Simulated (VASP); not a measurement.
# CuO (F-43m) in VASP: further runs

CuO is run at these levels: PBEsol+U, PBE+D3(BJ), RPBE; tasks: single point, relaxation of cell and atoms.

All numbers are computed with VASP 6.6.1; they aren't measurements. Logs are shortened: lines on timing, memory, paths and dates and some standing lists are left out, and cuts for length are marked.

## Step 1: The cell of the first run

The structure is cubic, space group F-43m (No. 216). The conventional cell has a = 4.655 Å, b = 4.655 Å, c = 4.655 Å, α = 90.00°, β = 90.00°, γ = 90.00°. Within 2.7 Å of Cu (site symmetry -43m) lie 4 O at 2.02 Å. O (site symmetry -43m) has 4 Cu at 2.02 Å within 2.7 Å.

## Step 2: Single point, PBEsol+U

INCAR

```
SYSTEM = CuO
  PREC = Accurate
  ENCUT = 520
  EDIFF = 1E-6
  ISMEAR = -1
  SIGMA = 0.05
  LREAL = .False.
  LASPH = .True.
  NELM = 150
  ALGO = Normal
  ISIF = 2
  LWAVE = .False.
  LCHARG = .True.
  LMAXMIX = 4
  LDAU = .True.
  LDAUTYPE = 2
  LDAUL = 2 -1
  LDAUU = 4.5 0
  LDAUJ = 0 0
  LDAUPRINT = 1
  GGA = PS
  LELF = .True.
  LVHAR = .True.
  NBANDS = 16
```

KPOINTS

```
Automatic mesh
0
Gamma
  10 10 10
  0 0 0
```

POSCAR

```
CuO
1.0
    0.0000000000      2.3272527300      2.3272527300
    2.3272527300      0.0000000000      2.3272527300
    2.3272527300      2.3272527300      0.0000000000
Cu O
1 1
Direct
    0.0000000000      0.0000000000      0.0000000000
    0.2500000000      0.2500000000      0.2500000000
```

Potentials or basis: VASP PAW PBE potentials, release 64 (Cu, O).

Command:

```console
$ cat potpaw_PBE.64/Cu/POTCAR potpaw_PBE.64/O/POTCAR > POTCAR
$ mpirun -np 1 vasp_std > vasp.out
```

OUTCAR:

```text
SYSTEM = CuO
   PREC = Accurate
   ENCUT = 520
   EDIFF = 1E-6
   ISMEAR = -1
   LREAL = .False.
   LASPH = .True.
   NELM = 150
   ISIF = 2
   GGA = PS

 ion  position               nearest neighbor table
   1  0.000  0.000  0.000-   2 2.02   2 2.02   2 2.02   2 2.02
   2  0.250  0.250  0.250-   1 2.02   1 2.02   1 2.02   1 2.02

  LATTYP: Found a face centered cubic cell.
 ALAT       =     4.6545054600

  Lattice vectors:

 A1 = (   0.0000000000,   2.3272527300,   2.3272527300)
 A2 = (   2.3272527300,   0.0000000000,   2.3272527300)
 A3 = (   2.3272527300,   2.3272527300,   0.0000000000)

Analysis of symmetry for initial positions (statically):
=====================================================================
 Subroutine PRICEL returns:
 Original cell was already a primitive cell.

 Routine SETGRP: Setting up the symmetry group for a
 face centered cubic supercell.

 Subroutine GETGRP returns: Found 24 space group operations
 (whereof 24 operations were pure point group operations)
 out of a pool of 48 trial point group operations.

The static configuration has the point symmetry T_d .

Analysis of symmetry for dynamics (positions and initial velocities):
=====================================================================
 Subroutine PRICEL returns:
 Original cell was already a primitive cell.

 Routine SETGRP: Setting up the symmetry group for a
 face centered cubic supercell.

 Subroutine GETGRP returns: Found 24 space group operations
 (whereof 24 operations were pure point group operations)
 out of a pool of 48 trial point group operations.

The dynamic configuration has the point symmetry T_d .

 Subroutine INISYM returns: Found 24 space group operations
 (whereof 24 operations are pure point group operations),
 and found     1 'primitive' translations

----------------------------------------------------------------------------------------

                                     Primitive cell

  volume of cell :      25.2093

[... 125 lines left out ...]
  volume of cell :       25.21
 maximum number of plane-waves:       700
   NGX = 13   NGY = 13   NGZ = 13

atom =   1  type =  1  l = 2

 onsite density matrix

spin component  1

  0.9042 -0.0000  0.0000 -0.0000  0.0000
 -0.0000  0.9042  0.0000 -0.0000  0.0000
  0.0000  0.0000  0.9606 -0.0000 -0.0000
 -0.0000 -0.0000 -0.0000  0.9042  0.0000
  0.0000  0.0000 -0.0000  0.0000  0.9606

spin component  2

  0.9042 -0.0000  0.0000 -0.0000  0.0000
 -0.0000  0.9042  0.0000 -0.0000  0.0000
  0.0000  0.0000  0.9606 -0.0000 -0.0000
 -0.0000 -0.0000 -0.0000  0.9042  0.0000
  0.0000  0.0000 -0.0000  0.0000  0.9606

 occupancies and eigenvectors

  o =  0.9042  v =  1.0000  0.0000  0.0000  0.0000  0.0000  0.0000  0.0000  0.0000  0.0000  0.0000      0.0000  0.0000  0.0000  0.0000  0.0000  0.0000  0.0000  0.0000  0.0000  0.0000
  o =  0.9042  v =  0.0000  0.0000  0.0000  0.0000  0.0000  1.0000  0.0000  0.0000  0.0000  0.0000      0.0000  0.0000  0.0000  0.0000  0.0000  0.0000  0.0000  0.0000  0.0000  0.0000
  o =  0.9042  v =  0.0000 -0.2223 -0.0000 -0.9750 -0.0000  0.0000  0.0000  0.0000  0.0000  0.0000      0.0000  0.0000  0.0000  0.0000  0.0000  0.0000  0.0000  0.0000  0.0000  0.0000
  o =  0.9042  v =  0.0000  0.0000  0.0000  0.0000  0.0000  0.0000 -0.2223 -0.0000 -0.9750 -0.0000      0.0000  0.0000  0.0000  0.0000  0.0000  0.0000  0.0000  0.0000  0.0000  0.0000
  o =  0.9042  v =  0.0000  0.9750  0.0000 -0.2223  0.0000  0.0000  0.0000  0.0000  0.0000  0.0000      0.0000  0.0000  0.0000  0.0000  0.0000  0.0000  0.0000  0.0000  0.0000  0.0000
  o =  0.9042  v =  0.0000  0.0000  0.0000  0.0000  0.0000  0.0000  0.9750  0.0000 -0.2223  0.0000      0.0000  0.0000  0.0000  0.0000  0.0000  0.0000  0.0000  0.0000  0.0000  0.0000
  o =  0.9606  v =  0.0000 -0.0000  0.9879 -0.0000 -0.1554  0.0000  0.0000  0.0000  0.0000  0.0000      0.0000  0.0000  0.0000  0.0000  0.0000  0.0000  0.0000  0.0000  0.0000  0.0000
  o =  0.9606  v =  0.0000  0.0000  0.0000  0.0000  0.0000  0.0000 -0.0000  0.9879 -0.0000 -0.1554      0.0000  0.0000  0.0000  0.0000  0.0000  0.0000  0.0000  0.0000  0.0000  0.0000
  o =  0.9606  v =  0.0000  0.0000  0.0000  0.0000  0.0000  0.0000  0.0000 -0.1554  0.0000 -0.9879      0.0000  0.0000  0.0000  0.0000  0.0000  0.0000  0.0000  0.0000  0.0000  0.0000
  o =  0.9606  v =  0.0000  0.0000 -0.1554  0.0000 -0.9879  0.0000  0.0000  0.0000  0.0000  0.0000      0.0000  0.0000  0.0000  0.0000  0.0000  0.0000  0.0000  0.0000  0.0000  0.0000

 number of electron      16.9999985 magnetization

 Free energy of the ion-electron system (eV)
  ---------------------------------------------------
  ext. energy  EPLUGINS =         0.00000000
  ---------------------------------------------------
  free energy    TOTEN  =        -8.61069396 eV

  energy without entropy =       -8.58897629  energy(sigma->0) =       -8.59983512

 E-fermi :   2.2887     XC(G=0): -10.7894

 val. band max:        2.2786922269   @ k =   0.4000   0.1000   0.0000
 cond. band min:       2.2915085537   @ k =   0.3000   0.2000   0.1000
 fundamental gap:      0.0128163269
 Fermi energy:         2.2886524890

 k-point     1 :       0.0000    0.0000    0.0000
  band No.  band energies     occupation
      1     -15.4708      2.00000
      2      -2.1235      2.00000
      3      -2.1235      2.00000
      4      -2.1235      2.00000
      5      -0.1429      2.00000
      6      -0.1429      2.00000
[... 433 lines left out ...]
      3      -1.5737      2.00000
      4      -1.5583      2.00000
      5      -0.2188      2.00000
      6       0.0076      2.00000
[... 8 lines left out ...]
     15      24.7269      0.00000
     16      26.4728      0.00000

 [... further k-points ...]
[... 5 lines left out ...]
  --------------------------------------------------------------------------------------
  -------------------------------------------------------------------------------------
  Total       -2.5851185     -2.5851185     -2.5851185     -0.0000000      0.0000000      0.0000000
  in kB     -164.2972860   -164.2972860   -164.2972860     -0.0000000      0.0000000      0.0000000
  external PRESSURE =    -164.2972860 kB  Pullay stress =       0.0000000 kB

 VOLUME and BASIS-vectors are now :
 -----------------------------------------------------------------------------
  energy-cutoff  :      520.00
  volume of cell :       25.21
      direct lattice vectors                 reciprocal lattice vectors
     0.000000000  2.327252730  2.327252730    -0.214845596  0.214845596  0.214845596
     2.327252730  0.000000000  2.327252730     0.214845596 -0.214845596  0.214845596
     2.327252730  2.327252730  0.000000000     0.214845596  0.214845596 -0.214845596

 POSITION                                       TOTAL-FORCE (eV/Angst)
 -----------------------------------------------------------------------------------
      0.00000      0.00000      0.00000        -0.000000      0.000000      0.000000
      1.16363      1.16363      1.16363         0.000000     -0.000000     -0.000000
 -----------------------------------------------------------------------------------
    total drift:                                0.000001      0.000001     -0.000000

  FREE ENERGIE OF THE ION-ELECTRON SYSTEM (eV)
  ---------------------------------------------------
  free  energy   TOTEN  =        -8.6106939566 eV

  energy  without entropy=       -8.5889762857  energy(sigma->0) =       -8.59983512
```

OSZICAR:

```text
N       E                     dE             d eps       ncg     rms          rms(c)
DAV:   1     0.976466380538E+02    0.97647E+02   -0.81949E+03  1592   0.150E+03
DAV:   2    -0.413127320131E+01   -0.10178E+03   -0.90690E+02  1656   0.280E+02
DAV:   3    -0.104579433276E+02   -0.63267E+01   -0.60273E+01  1832   0.717E+01
DAV:   4    -0.105362737727E+02   -0.78330E-01   -0.78279E-01  1736   0.797E+00
DAV:   5    -0.105376534395E+02   -0.13797E-02   -0.13797E-02  1912   0.112E+00    0.945E+00
DAV:   6    -0.992997747114E+01    0.60768E+00   -0.14821E+01  1816   0.103E+02    0.836E+00
DAV:   7    -0.861334143325E+01    0.13166E+01   -0.43886E+00  1904   0.705E+01    0.146E+00
DAV:   8    -0.862254892692E+01   -0.92075E-02   -0.26197E-01  1608   0.475E+00    0.860E-01
DAV:   9    -0.861085471643E+01    0.11694E-01   -0.19588E-02  2328   0.382E+00    0.176E-01
DAV:  10    -0.861061179382E+01    0.24292E-03   -0.30880E-03  2296   0.143E+00    0.461E-02
DAV:  11    -0.861072223306E+01   -0.11044E-03   -0.45002E-04  2352   0.427E-01    0.421E-02
DAV:  12    -0.861069520949E+01    0.27024E-04   -0.67703E-05  2344   0.224E-01    0.105E-02
DAV:  13    -0.861069376991E+01    0.14396E-05   -0.43355E-06  1936   0.430E-02    0.116E-03
DAV:  14    -0.861069395656E+01   -0.18665E-06   -0.19969E-07   944   0.905E-03
   1 F= -.86106940E+01 E0= -.85998351E+01  d E =-.217177E-01
```

Run time: 12 s. Hardware: 1 thread of AMD EPYC 9R45 (Zen 5), shared host; peak memory 0.11 GiB.

Results:

```yaml
Free_energy: -8.6107 eV
Pressure: -16.4 GPa
```

Eigenvalues of the final occupation matrices:
```
    site  spin  trace               eigenvalues
site 1 d     1   4.63  0.90 0.90 0.90 0.96 0.96
site 1 d     2   4.63  0.90 0.90 0.90 0.96 0.96
```

Caveat: the PAW data sets were made with another functional, which shifts forces and pressure a little; an odd number of electrons without spin polarisation forces a metal; a magnetic or distorted state may lie lower; U without spin polarisation on a metal has little footing.

## Step 3: Relaxation of cell and atoms, PBE+D3(BJ)

INCAR

```
SYSTEM = CuO
PREC = Accurate
ENCUT = 600
EDIFF = 1E-6
ISMEAR = -1
SIGMA = 0.05
LREAL = .False.
LASPH = .True.
NELM = 100
ALGO = Normal
ISIF = 3
LWAVE = .False.
LCHARG = .False.
GGA = PE
IVDW = 12
IBRION = 2
NSW = 60
EDIFFG = -0.01
```

KPOINTS is that of step 2.

POSCAR is that of step 2.

Potentials or basis: VASP PAW PBE potentials, release 64 (Cu, O).

Command:

```console
$ cat potpaw_PBE.64/Cu/POTCAR potpaw_PBE.64/O/POTCAR > POTCAR
$ mpirun -np 1 vasp_std > vasp.out
```

OUTCAR:

```text
SYSTEM = CuO
   PREC = Accurate
   ENCUT = 600
   EDIFF = 1E-6
   ISMEAR = -1
   LREAL = .False.
   LASPH = .True.
   NELM = 100
   ISIF = 3
   GGA = PE
   IVDW = 12
   IBRION = 2
   NSW = 60
   EDIFFG = -0.01
 IVDW          = 12

 ion  position               nearest neighbor table
   1  0.000  0.000  0.000-   2 2.02   2 2.02   2 2.02   2 2.02
   2  0.250  0.250  0.250-   1 2.02   1 2.02   1 2.02   1 2.02

  LATTYP: Found a face centered cubic cell.
 ALAT       =     4.6545054600

  Lattice vectors:

 A1 = (   0.0000000000,   2.3272527300,   2.3272527300)
 A2 = (   2.3272527300,   0.0000000000,   2.3272527300)
 A3 = (   2.3272527300,   2.3272527300,   0.0000000000)

Analysis of symmetry for initial positions (statically):
=====================================================================
 Subroutine PRICEL returns:
 Original cell was already a primitive cell.

 Routine SETGRP: Setting up the symmetry group for a
 face centered cubic supercell.

 Subroutine GETGRP returns: Found 24 space group operations
 (whereof 24 operations were pure point group operations)
 out of a pool of 48 trial point group operations.

The static configuration has the point symmetry T_d .

Analysis of symmetry for dynamics (positions and initial velocities):
=====================================================================
 Subroutine PRICEL returns:
 Original cell was already a primitive cell.

[... 149 lines left out ...]

 Free energy of the ion-electron system (eV)
  ---------------------------------------------------
  ext. energy  EPLUGINS =         0.00000000
  ---------------------------------------------------
  free energy    TOTEN  =        -9.51052264 eV

  energy without entropy =       -9.48695746  energy(sigma->0) =       -9.49874005

 E-fermi :   3.0621     XC(G=0): -10.5754

 val. band max:        3.0599634045   @ k =   0.3000   0.2000   0.0000
 cond. band min:       3.0897740313   @ k =  -0.4000   0.1000   0.0000
 fundamental gap:      0.0298106268
 Fermi energy:         3.0620884059

 k-point     1 :       0.0000    0.0000    0.0000
  band No.  band energies     occupation
      1     -15.2041      2.00000
      2      -1.2922      2.00000
      3      -1.2922      2.00000
      4      -1.2922      2.00000
      5       1.2311      2.00000
      6       1.2311      2.00000
      7       3.7806      0.00000
      8       3.7806      0.00000
      9       3.7806      0.00000
     10       3.9612      0.00000
     11      16.9174      0.00000
     12      16.9174      0.00000
[... 424 lines left out ...]
--------------------------------------- Ionic step        3  -------------------------------------------

 number of electron      17.0000004 magnetization

 Free energy of the ion-electron system (eV)
  ---------------------------------------------------
  ext. energy  EPLUGINS =         0.00000000
  ---------------------------------------------------
  free energy    TOTEN  =        -9.56541455 eV

  energy without entropy =       -9.54381738  energy(sigma->0) =       -9.55461597

 E-fermi :   4.2529     XC(G=0): -11.1530

 val. band max:        4.2351546157   @ k =   0.5000   0.0000   0.0000
 cond. band min:       4.2610454710   @ k =  -0.1000   0.1000   0.0000
 fundamental gap:      0.0258908553
 Fermi energy:         4.2528957980

 k-point     1 :       0.0000    0.0000    0.0000
  band No.  band energies     occupation
      1     -14.7944      2.00000
      2      -0.7712      2.00000
      3      -0.7712      2.00000
      4      -0.7712      2.00000
      5       2.1641      2.00000
      6       2.1641      2.00000
      7       5.0768      0.00000
      8       5.0768      0.00000
      9       5.0768      0.00000
     10       5.2695      0.00000
     11      18.7623      0.00000
     12      18.7623      0.00000
[... 378 lines left out ...]
  FREE ENERGIE OF THE ION-ELECTRON SYSTEM (eV)
  ---------------------------------------------------
  free  energy   TOTEN  =       -10.0723806150 eV

  energy  without entropy=      -10.0507834437  energy(sigma->0) =      -10.06158203

 reached required accuracy - stopping structural energy minimisation
```

CONTCAR:

```text
CuO
   1.00000000000000
     0.0000000000000000    2.2458592703739333    2.2458592703739333
     2.2458592703739333    0.0000000000000000    2.2458592703739333
     2.2458592703739333    2.2458592703739333    0.0000000000000000
  Cu              O
     1     1
Direct
     0.0000000000000000    0.0000000000000000    0.0000000000000000
     0.2500000000000000    0.2500000000000000    0.2500000000000000

  0.00000000E+00  0.00000000E+00  0.00000000E+00
  0.00000000E+00  0.00000000E+00  0.00000000E+00
```

Run time: 35 s. Hardware: 1 thread of AMD EPYC 9R45 (Zen 5), shared host; peak memory 0.15 GiB.

Results:

| Item | Value |
| --- | --- |
| Free energy | -10.0724 eV |
| Relaxed volume | 11.33 Å³/atom |
| Relaxed cell | a = 3.176 Å, b = 3.176 Å, c = 3.176 Å, α = 60.00°, β = 60.00°, γ = 60.00° |
| Space group after relaxing (to 0.05 Å) | F-43m (No. 216) |
| Energy gained by relaxing | 53.6 meV/atom |
| Ionic steps | 3 |
| Pressure after relaxing | 0.0 GPa |
| Dispersion energy per atom | -0.253 eV |

Step by step:
| step | energy change (eV) | largest force (eV/Å) | pressure (GPa) | volume (Å³) |
| --- | --- | --- | --- | --- |
| 1 | 0.0000 | 0.0000 | -12.17 | 25.21 |
| 2 | -0.0941 | 0.0000 | 5.63 | 21.88 |
| 3 | -0.1072 | 0.0000 | -0.01 | 22.66 |

Final structure:
```cif
data_structure
_symmetry_space_group_name_H-M 'P 1'
_symmetry_Int_Tables_number 1
_cell_length_a 3.1761
_cell_length_b 3.1761
_cell_length_c 3.1761
_cell_angle_alpha 60.000
_cell_angle_beta 60.000
_cell_angle_gamma 60.000
_cell_volume 22.66
loop_
_atom_site_label
_atom_site_type_symbol
_atom_site_fract_x
_atom_site_fract_y
_atom_site_fract_z
_atom_site_occupancy
Cu1 Cu 0.00000 0.00000 0.00000 1
O1 O 0.25000 0.25000 0.25000 1
```

Caveat: an odd number of electrons without spin polarisation forces a metal; a magnetic or distorted state may lie lower; semilocal functionals often make such compounds metallic where correlation or magnetic order opens a gap, which also shifts bond lengths; pairwise dispersion overbinds metals, which lowers pressure and volume. With open d or f shells a metallic result of PBE can be an artefact of self-interaction; +U or a hybrid may open a gap.

(Part 1 of 2 ends here.)
